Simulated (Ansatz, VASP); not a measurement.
# One calculation of Cu, two programs

Contents of INCAR:

```
ALGO     = Normal         # electronic algorithm
EDIFF    = 1E-8           # SCF threshold, eV
ENCUT    = 520            # plane-wave cutoff, eV
GGA      = PE             # functional
ISIF     = 2              # what is computed and relaxed
ISMEAR   = -1             # smearing method
LASPH    = T              # aspherical terms in the spheres
LCHARG   = F              # write CHGCAR
LEFG     = T            
LREAL    = F              # projectors in reciprocal space
LWAVE    = F              # write WAVECAR
NBANDS   = 12             # bands
NELM     = 100            # most SCF steps
PREC     = Accurate       # precision mode
SIGMA    = 0.08           # smearing width, eV
```

KPOINTS

```
k-points
0
Gamma
  19 19 19
```

The input POSCAR:

```
Cu
1.0
   -0.0361500000      1.7894250000      1.7894250000
    1.7894250000     -0.0361500000      1.7894250000
    1.7894250000      1.7894250000     -0.0361500000
Cu
1
Direct
    0.0000000000      0.0000000000      0.0000000000
```

Input for Ansatz:

```yaml
crystal:
  lattice:
    - [-0.03615, 1.789425, 1.789425]
    - [1.789425, -0.03615, 1.789425]
    - [1.789425, 1.789425, -0.03615]
  atoms:
    - { symbol: Cu, position: [0.0, 0.0, 0.0] }
kpoints:
  mp_grid: { grid: [19, 19, 19] }
scf:
  occupations: { method: fermi_dirac, width: 0.08 }
hamiltonian:
  xc: pbe
  pseudopotentials: { kind: paw }
output:
  forces: true
  stress: true
  eigenvalues: true
  efg: { contact_densities: true }
```

Change from the starting cell: equal xy, yz and zx shear strains of -2 %, PAW files.

Alike in both runs: task electric field gradients; functional PBE; k mesh 19 × 19 × 19; occupations fermi-dirac, width 0.08 eV; no spin polarisation.

|  | VASP | Ansatz |
| --- | --- | --- |
| version | VASP 6.6.1 | Ansatz 0.2.0 |
| potentials or method | VASP PAW PBE potentials, release 64 (Cu) | PAW with Ansatz's default frozen-core files, scalar-relativistic |
| plane-wave cutoff (eV) | 520 | 420 |
| valence electrons in the cell | 11 | 19 |

```csv
,VASP,Ansatz,Ansatz less VASP
pressure (GPa),2.5,1.9,-0.52
"traceless stress, the component that is largest in VASP (GPa)",1.44,1.47,+0.025
size of Vzz on the site where it differs most (V/Å²),0.9,0.1,-0.86
```

VASP's potentials hold 11 valence electrons a cell and Ansatz's 19, so a difference there can come from the potentials and not from the codes.
